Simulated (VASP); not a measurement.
A run of VASP 6.6.1 is set up as follows.

File INCAR:

```
SYSTEM = InSe
PREC = Accurate
ENCUT = 520
EDIFF = 1E-6
ISMEAR = 0
SIGMA = 0.02
LREAL = .False.
LASPH = .True.
NELM = 60
ALGO = Normal
ISIF = 2
LWAVE = .False.
LCHARG = .False.
GGA = PS
IVDW = 12
NBANDS = 27
```

The input KPOINTS:

```
regular mesh
0
Gamma
  12 12 12
  0 0 0
```

POSCAR

```
InSe
1.0
    1.9806585321      1.1435337367      8.0596114158
   -1.9806585321      1.1435337367      8.0596114158
    0.0000000000     -2.2870674734      8.0596114158
In Se
2 2
Direct
   -0.0011505017     -0.0011505017     -0.0011505017
    0.1125364921      0.1125364921      0.1125364921
    0.6121861480      0.6121861480      0.6121861480
    0.8324278615      0.8324278615      0.8324278615
```

Potentials or basis: VASP PAW PBE potentials, release 64 (In_d, Se).

Run with:

```sh
$ cat potpaw_PBE.64/In_d/POTCAR potpaw_PBE.64/Se/POTCAR > POTCAR
$ mpirun -np 1 vasp_std > vasp.out
```

Q: Estimate the dispersion energy per atom.

A: -0.309 eV.

Q: What does it give for the largest force?

A: 0.020 eV/Å.

Forces in eV/Å, atoms in the order of the input:
```
In   0.000  0.000  0.020
In   0.000  0.000 -0.020
Se   0.000  0.000 -0.019
Se   0.000  0.000  0.019
```

Caveat: the PAW data sets were made with another functional, which shifts forces and pressure a little; spin-orbit coupling is left out, which moves the levels of the heavy elements.

**Experimental background.**

From “The Interaction of Hydrogen with the van der Waals Crystal γ-InSe”, 2020, pmc:7321205, for a bulk crystal of InSe at 300 K: band gap 1.25 eV.

Measured gap of InSe: 1.25 eV (300 K; “The Interaction of Hydrogen with the van der Waals Crystal γ-InSe”, 2020, pmc:7321205). This calculation gives 0.33 eV (-0.92 eV). Spin-orbit coupling on In, Se is left out. The value is that of PBEsol+D3(BJ) on a finite k mesh, which can miss the band edges, without temperature or zero-point motion. Semilocal functionals fall short of measured gaps as a rule.
